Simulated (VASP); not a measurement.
A run of VASP 6.6.1:

INCAR

```
PREC     = Accurate       # precision mode
ENCUT    = 520            # plane-wave cutoff, eV
EDIFF    = 1E-6           # SCF threshold, eV
ISMEAR   = 0              # smearing method
SIGMA    = 0.15           # smearing width, eV
LREAL    = False          # projectors in reciprocal space
LASPH    = True           # aspherical terms in the spheres
NELM     = 100            # most SCF steps
ALGO     = Normal         # electronic algorithm
ISIF     = 2              # what is computed and relaxed
LWAVE    = False          # write WAVECAR
LCHARG   = False          # write CHGCAR
NBANDS   = 10             # bands
```

Contents of KPOINTS:

```
regular mesh
0
Gamma
  18 18 10
```

File POSCAR:

```
Al
1.0
    2.9006000000      0.0000000000      0.0000000000
   -1.4503000000      2.5119932862      0.0000000000
    0.0000000000      0.0000000000      4.3113000000
Al
2
Direct
    0.6666666667      0.3333333333      0.7500000000
    0.3333333333      0.6666666667      0.2500000000
```

Potentials or basis: VASP PAW LDA potentials, release 64 (Al).

Launch:

```sh
$ cat potpaw_LDA.64/Al/POTCAR > POTCAR
$ mpirun -np 1 vasp_std > vasp.out
```

Hardware: 1 thread of Intel Xeon 8259CL, on a shared host.

Estimate the wall time of this run.

It took 46 s on 1 thread of Intel Xeon 8259CL, with other jobs on the host, peak memory 0.17 GiB. Counts: scf iterations 9, k points 222.
